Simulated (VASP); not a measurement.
Set up this calculation in VASP 6.6.1, as the native input.

- Task: single point
- Functional: PBE
- Dispersion: D3(BJ)
- Potentials or basis: VASP PAW PBE potentials, release 64 (Ca_sv, F, O, H)
- Cutoff: 520 eV
- k mesh: 2 × 2 × 1
- Occupations: gaussian, width 0.05 eV
- Spin: collinear spin, zero start
- Starting moments: [0.0, 0.0, 0.0, 0.0, 0.0, 0.0, 0.0, 0.0, 0.0, 0.0, 0.0, 0.0, 0.0, 0.0, 0.0, 0.0, 0.0, 0.0, 0.0, 0.0, 0.0, 0.0, 0.0, 0.0, 0.0, 0.0] μB
- Dipole correction: no
- Further INCAR settings: ALGO = Normal; EDIFF = 1e-06; NBANDS = 122; NELMDL = -8

The structure of Ca8HOF16 lies in POSCAR:

```
Ca8HOF16
1.0
    5.3043000000      0.0000000000      0.0000000000
    0.0000000000      5.3043000000      0.0000000000
    0.0000000000      0.0000000000     22.2825250000
Ca F O H
8 16 1 1
Direct
    0.0000000000      0.0000000000      0.0448782173
    0.0465631657      0.4986297909      0.1955409901
    0.5411792319      0.0072544916      0.1809098385
    0.5000000000      0.5000000000      0.0448782173
   -0.0109009671      0.0131898648      0.3141258004
    0.0082712139      0.4886690044      0.4492887588
    0.4830769376      0.0026723602      0.4354132667
    0.4832352997      0.4766902325      0.3102701781
    0.4493608959      0.6284488057      0.2104975536
    0.2744893765      0.1801615670      0.2467981972
    0.2500000000      0.2500000000      0.1043900994
    0.2500000000      0.7500000000      0.1043900994
    0.7500000000      0.7500000000      0.1043900994
    0.7500000000      0.2500000000      0.1043900994
    0.7564651321      0.2753609336      0.2489561214
    0.9249899138      0.8851220708      0.2044783973
    0.1204028807      0.8225273834      0.4033191481
    0.1672580736      0.1585323228      0.5046065022
    0.2438221820      0.2671166789      0.3760153304
    0.0818954433      0.6114936938      0.2942199324
    0.6029242313      0.8524783666      0.3410091092
    0.7532347341      0.2848134532      0.3842803273
    0.8278715382     -0.1068271025      0.5033704663
    0.3949452331      0.6395398073      0.5108474915
    0.5322557171      0.5151209396      0.4593163028
   -0.0073544106      1.0143364817      0.5062024165
```

These files were run (other wordings do the same):

INCAR

```
PREC = Accurate ; ENCUT = 520
EDIFF = 1E-6 ; ISMEAR = 0
SIGMA = 0.05 ; LREAL = F
LASPH = T ; NELM = 200
ALGO = Normal ; ISIF = 2
LWAVE = F ; LCHARG = T
ISPIN = 2 ; MAGMOM = 0 0 0 0 0 0 0 0 0 0 0 0 0 0 0 0 0 0 0 0 0 0 0 0 0 0
LORBIT = 11 ; GGA = PE
IVDW = 12 ; LELF = T
LVHAR = T ; NBANDS = 122
GGA_COMPAT = F ; NELMDL = -8
```

KPOINTS

```
Automatic mesh
0
Gamma
  2 2 1
```

Potentials or basis: VASP PAW PBE potentials, release 64 (Ca_sv, F, O, H).

Launch:

```bash
$ cat potpaw_PBE.64/Ca_sv/POTCAR potpaw_PBE.64/F/POTCAR potpaw_PBE.64/O/POTCAR potpaw_PBE.64/H/POTCAR > POTCAR
$ mpirun -np 1 vasp_std > vasp.out
```

It gave:

```json
{
 "Largest force": "3.050 eV/Å",
 "Net moment": "-0.02 μB per cell",
 "Valence electrons inside the program's atomic spheres": "Ca 8.11, 8.13, 8.14, 8.12, 8.10, 8.15 (each value once); F 6.13, 6.09, 6.10, 6.14, 6.12, 5.98 (each value once); O 4.81; H 0.60",
 "Dispersion energy per atom": "-0.125 eV"
}
```

Caveat: the k points lie up to 0.59 Å⁻¹ apart; there is no dipole correction, which matters where the two faces differ; no moment was typed at the start, so none could form.

Run time: 46 min on 1 thread of Intel Xeon 8259CL (shared host), peak memory 1.1 GiB.
